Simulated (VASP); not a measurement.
A run of VASP 6.6.1 is set up as follows.

Contents of INCAR:

```
SYSTEM = YSn3
PREC = Accurate
ENCUT = 520
EDIFF = 1E-6
ISMEAR = 1
SIGMA = 0.05
LREAL = .False.
LASPH = .True.
NELM = 60
ALGO = Normal
ISIF = 2
LWAVE = .False.
LCHARG = .False.
GGA = PS
NBANDS = 34
```

File KPOINTS:

```
regular mesh
0
Gamma
  5 5 5
  0 0 0
```

File POSCAR:

```
YSn3
1.0
    0.0000000000      3.7951443549      3.7951443549
    3.7951443549      0.0000000000      3.7951443549
    3.7951443549      3.7951443549      0.0000000000
Y Sn
1 3
Direct
    0.0000000000      0.0000000000      0.0000000000
    0.5000000000      0.5000000000      0.5000000000
    0.2500000000      0.2500000000      0.2500000000
    0.7500000000      0.7500000000      0.7500000000
```

Potentials or basis: VASP PAW PBE potentials, release 64 (Y_sv, Sn_d).

Command:

```sh
$ cat potpaw_PBE.64/Y_sv/POTCAR potpaw_PBE.64/Sn_d/POTCAR > POTCAR
$ mpirun -np 1 vasp_std > vasp.out
```

Q: Estimate the pressure.

A: -1.5 GPa.

Caveat: the PAW data sets were made with another functional, which shifts forces and pressure a little.
